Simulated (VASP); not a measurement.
# Pt (P6_3/mmc) in VASP: vibrations by perturbation theory with LDA

Aim: the vibrations by perturbation theory of Pt with LDA.

Program: VASP 6.6.1. These are calculated values, not measurements. Logs are shortened: lines on timing, memory, paths and dates and some standing lists are left out, and cuts for length are marked.

### Step 1. The cell of the first run

Symmetry: P6_3/mmc, No. 194, hexagonal system. Conventional cell: a = 2.761 Å, b = 2.761 Å, c = 4.792 Å, α = 90.00°, β = 90.00°, γ = 120.00°. Pt (site symmetry -6m2) has 12 Pt at 2.76 to 2.88 Å within 3.6 Å.

### Step 2. Vibrations by perturbation theory, LDA

Input file INCAR:

```
SYSTEM = Pt
PREC     = Accurate       ! precision mode
ENCUT    = 520            ! plane-wave cutoff, eV
EDIFF    = 1E-8           ! SCF threshold, eV
ISMEAR   = -1             ! smearing method
SIGMA    = 0.05           ! smearing width, eV
LREAL    = .False.        ! projectors in reciprocal space
LASPH    = .True.         ! aspherical terms in the spheres
NELM     = 60             ! most SCF steps
ALGO     = Normal         ! electronic algorithm
ISIF     = 2              ! what is computed and relaxed
LWAVE    = .False.        ! write WAVECAR
LCHARG   = .False.        ! write CHGCAR
IBRION   = 8              ! ionic algorithm
NSW      = 1              ! ionic steps
```

Input file KPOINTS:

```
Automatic mesh
0
Gamma
  12 12 6
  0 0 0
```

Input file POSCAR:

```
Pt
1.0
    2.7606656200      0.0000000000      0.0000000000
   -1.3803328100      2.3908065500      0.0000000000
    0.0000000000      0.0000000000      4.7921340000
Pt
2
Direct
    0.6666666700      0.3333333300      0.7500000000
    0.3333333300      0.6666666700      0.2500000000
```

Potentials or basis: VASP PAW LDA potentials, release 64 (Pt).

Command:

```sh
$ cat potpaw_LDA.64/Pt/POTCAR > POTCAR
$ mpirun -np 1 vasp_std > vasp.out
```

OUTCAR:

```text
SYSTEM = Pt
   PREC = Accurate
   ENCUT = 520
   EDIFF = 1E-8
   ISMEAR = -1
   LREAL = .False.
   LASPH = .True.
   NELM = 60
   ISIF = 2
   IBRION = 8
   NSW = 1

 ion  position               nearest neighbor table
   1  0.667  0.333  0.750-   2 2.88   2 2.88   2 2.88   2 2.88   2 2.88   2 2.88
   2  0.333  0.667  0.250-   1 2.88   1 2.88   1 2.88   1 2.88   1 2.88   1 2.88

  LATTYP: Found a hexagonal cell.
 ALAT       =     2.7606656200
 C/A-ratio  =     1.7358618028

  Lattice vectors:

 A1 = (   2.7606656200,   0.0000000000,   0.0000000000)
 A2 = (  -1.3803328100,   2.3908065500,   0.0000000000)
 A3 = (   0.0000000000,   0.0000000000,   4.7921340000)

Analysis of symmetry for initial positions (statically):
=====================================================================
 Subroutine PRICEL returns:
 Original cell was already a primitive cell.

 Routine SETGRP: Setting up the symmetry group for a
 hexagonal supercell.

 Subroutine GETGRP returns: Found 24 space group operations
 (whereof 12 operations were pure point group operations)
 out of a pool of 24 trial point group operations.

The static configuration has the point symmetry D_3d.
 The point group associated with its full space group is D_6h.

Analysis of symmetry for dynamics (positions and initial velocities):
=====================================================================
 Subroutine PRICEL returns:
 Original cell was already a primitive cell.

 Routine SETGRP: Setting up the symmetry group for a
 hexagonal supercell.

 Subroutine GETGRP returns: Found 24 space group operations
 (whereof 12 operations were pure point group operations)
 out of a pool of 24 trial point group operations.

The dynamic configuration has the point symmetry D_3d.
 The point group associated with its full space group is D_6h.

 Subroutine INISYM returns: Found 24 space group operations
 (whereof 12 operations are pure point group operations),
 and found     1 'primitive' translations

----------------------------------------------------------------------------------------

                                     Primitive cell

  volume of cell :      31.6291

  direct lattice vectors                    reciprocal lattice vectors
     2.760665620  0.000000000  0.000000000     0.362231482  0.209134445  0.000000000
    -1.380332810  2.390806550  0.000000000     0.000000000  0.418268889  0.000000000
     0.000000000  0.000000000  4.792134000     0.000000000  0.000000000  0.208675300

  length of vectors
     2.760665620  2.760665613  4.792134000     0.418268888  0.418268889  0.208675300

  position of ions in fractional coordinates (direct lattice)
     0.666666670  0.333333330  0.750000000
     0.333333330  0.666666670  0.250000000

  ion indices of the primitive-cell ions
   primitive index   ion index
                 1           1
                 2           2

----------------------------------------------------------------------------------------

 KPOINTS: Automatic mesh

Automatic generation of k-mesh.
 Grid dimensions read from file:
 generate k-points for:   12   12    6

 Generating k-lattice:

  Cartesian coordinates                     Fractional coordinates (reciprocal lattice)
     0.030185957  0.017427870  0.000000000     0.083333333  0.000000000  0.000000000
     0.000000000  0.034855741  0.000000000     0.000000000  0.083333333  0.000000000
     0.000000000  0.000000000  0.034779217     0.000000000  0.000000000  0.166666667

  Length of vectors
     0.034855741  0.034855741  0.034779217

  Shift w.r.t. Gamma in fractional coordinates (k-lattice)
[... 95 lines left out ...]
  ---------------------------------------------------
  ext. energy  EPLUGINS =         0.00000000
  ---------------------------------------------------
  free energy    TOTEN  =       -14.79918141 eV

  energy without entropy =      -14.76224068  energy(sigma->0) =      -14.78071105

 E-fermi :  10.1967     XC(G=0): -13.4087

 val. band max:       10.1890211816   @ k =   0.2500   0.0833   0.5000
 cond. band min:      10.1987263890   @ k =   0.2500  -0.0000   0.0000
 fundamental gap:      0.0097052074
 Fermi energy:        10.1967385138

 k-point     1 :       0.0000    0.0000    0.0000
  band No.  band energies     occupation
      1       0.5074      2.00000
      2       3.1372      2.00000
      3       6.2533      2.00000
      4       6.7801      2.00000
      5       6.7801      2.00000
      6       7.1443      2.00000
      7       7.1443      2.00000
      8       8.4217      2.00000
      9       8.4217      2.00000
     10       9.4925      2.00000
     11      10.0044      1.95818
     12      10.0044      1.95818
     13      14.8617      0.00000
     14      25.3296      0.00000
[... 377 lines left out ...]
      1       3.3859      2.00000
      2       4.2504      2.00000
      3       5.2220      2.00000
      4       5.9196      2.00000
      5       6.9497      2.00000
      6       7.5028      2.00000
      7       7.6667      2.00000
      8       9.0856      2.00000
      9       9.3615      2.00000
     10       9.4493      2.00000
     11      10.1223      1.63170
     12      13.6658      0.00000
     13      17.8923      0.00000
     14      19.9786      0.00000

 [... further k-points ...]
[... 5 lines left out ...]
  --------------------------------------------------------------------------------------
  -------------------------------------------------------------------------------------
  Total       -3.0279943     -3.0279943     -2.9350097      0.0000000      0.0000000     -0.0000000
  in kB     -153.3834278   -153.3834267   -148.6732798      0.0000000      0.0000000     -0.0000000
  external PRESSURE =    -151.8133781 kB  Pullay stress =       0.0000000 kB

 VOLUME and BASIS-vectors are now :
 -----------------------------------------------------------------------------
  energy-cutoff  :      520.00
  volume of cell :       31.63
      direct lattice vectors                 reciprocal lattice vectors
     2.760665620  0.000000000  0.000000000     0.362231482  0.209134445  0.000000000
    -1.380332810  2.390806550  0.000000000     0.000000000  0.418268889  0.000000000
     0.000000000  0.000000000  4.792134000     0.000000000  0.000000000  0.208675300

 POSITION                                       TOTAL-FORCE (eV/Angst)
 -----------------------------------------------------------------------------------
      1.38033      0.79694      3.59410        -0.000000     -0.000000      0.000000
     -0.00000      1.59387      1.19803         0.000000      0.000000      0.000000
 -----------------------------------------------------------------------------------
    total drift:                               -0.000001      0.000001     -0.000000

  FREE ENERGIE OF THE ION-ELECTRON SYSTEM (eV)
  ---------------------------------------------------
  free  energy   TOTEN  =       -14.7991814122 eV

  energy  without entropy=      -14.7622406812  energy(sigma->0) =      -14.78071105

[... ionic steps 2 to 3 ...]

--------------------------------------- Ionic step        4  -------------------------------------------

------------------------ aborting loop because EDIFF is reached ----------------------------------------

[... ionic steps 5 to 5 ...]

--------------------------------------- Ionic step        6  -------------------------------------------

 Free energy of the ion-electron system (eV)
  ---------------------------------------------------
  ---------------------------------------------------
  free energy    TOTEN  =        -0.28334534 eV

  energy without entropy =       -0.28334534

------------------------ aborting loop because EDIFF is reached ----------------------------------------

 INTERNAL STRAIN TENSOR  FOR ION    1  DIRECTION 3   (eV/Angst):
 -----------------------------------------------------------------------------
     0.07316  0.00000  0.00000
     0.00000  0.07316  0.00000
     0.00000  0.00000 -0.14161

 INTERNAL STRAIN TENSOR FOR ION    2 for displacements in x,y,z  (eV/Angst):
          X           Y           Z          XY          YZ          ZX
  --------------------------------------------------------------------------------
  x     0.00000     0.00000     0.00000     0.27738     0.00000     0.00000
  y     0.27738    -0.27738    -0.00000     0.00000     0.00000     0.00000
  z    -0.00000    -0.00000     0.00000     0.00000     0.00000     0.00000

 SECOND DERIVATIVES (NOT SYMMETRIZED)
 ------------------------------------
               1X          1Y          1Z          2X          2Y          2Z
  1X     0.579141    0.000000    0.000000   -0.579141    0.000000    0.000000
  1Y     0.000000    0.579141    0.000000    0.000000   -0.579141    0.000000
  1Z    -0.000000    0.000000   -7.758966    0.000000   -0.000000    7.758966
  2X    -0.579141    0.000000    0.000000    0.579141    0.000000    0.000000
  2Y     0.000000   -0.579141    0.000000    0.000000    0.579141    0.000000
  2Z     0.000000   -0.000000    7.758966   -0.000000    0.000000   -7.758966

 Eigenvectors and eigenvalues of the dynamical matrix
 ----------------------------------------------------

   1 f  =    4.409215 THz    27.703916 2PiTHz  147.075585 cm-1    18.235040 meV
             X         Y         Z           dx          dy          dz
      1.380333  0.796936  3.594100    -0.000000    0.000000   -0.707107
     -0.000000  1.593871  1.198033     0.000000    0.000000    0.707107
[... 11 lines left out ...]
   4 f  =    0.000000 THz     0.000000 2PiTHz    0.000000 cm-1     0.000000 meV
             X         Y         Z           dx          dy          dz
      1.380333  0.796936  3.594100     0.000000   -0.000000    0.707107
     -0.000000  1.593871  1.198033    -0.000000    0.000000    0.707107

   5 f/i=    1.204624 THz     7.568876 2PiTHz   40.181933 cm-1     4.981922 meV
             X         Y         Z           dx          dy          dz
      1.380333  0.796936  3.594100     0.000000    0.707107    0.000000
     -0.000000  1.593871  1.198033     0.000000   -0.707107    0.000000

   6 f/i=    1.204624 THz     7.568876 2PiTHz   40.181933 cm-1     4.981922 meV
             X         Y         Z           dx          dy          dz
      1.380333  0.796936  3.594100     0.707107    0.000000   -0.000000
     -0.000000  1.593871  1.198033    -0.707107   -0.000000    0.000000

--------------------------------------------------------------------------------------------------------

 ELASTIC MODULI CONTR FROM IONIC RELAXATION (kBar)
 Direction    XX          YY          ZZ          XY          YZ          ZX
 --------------------------------------------------------------------------------
 XX          -0.0000     -0.0000      0.0000      0.0000      0.0000      0.0000
 YY          -0.0000     -0.0000      0.0000      0.0000      0.0000      0.0000
 ZZ           0.0000      0.0000     -0.0000     -0.0000      0.0000      0.0000
 XY           0.0000      0.0000     -0.0000     -0.0000      0.0000      0.0000
 YZ           0.0000      0.0000      0.0000      0.0000      0.0000      0.0000
 ZX           0.0000      0.0000      0.0000      0.0000      0.0000      0.0000
 --------------------------------------------------------------------------------
```

It took 2.4 min on 1 thread of Intel Xeon Platinum 8488C (Sapphire Rapids), shared host; peak memory 0.36 GiB.

What came out:

* Highest phonon frequency at Γ: 147 cm⁻¹
* Most unstable mode: 40i cm⁻¹

Phonon frequencies in cm⁻¹ (negative: imaginary):
| q point | frequencies |
| --- | --- |
| (0.000, 0.000, 0.000) | -40 -40 0 0 0 147 |

Caveat: the cell wasn't relaxed at this level first, which shifts response properties; some modes are imaginary; spin-orbit coupling is left out, which moves the levels of the heavy elements.
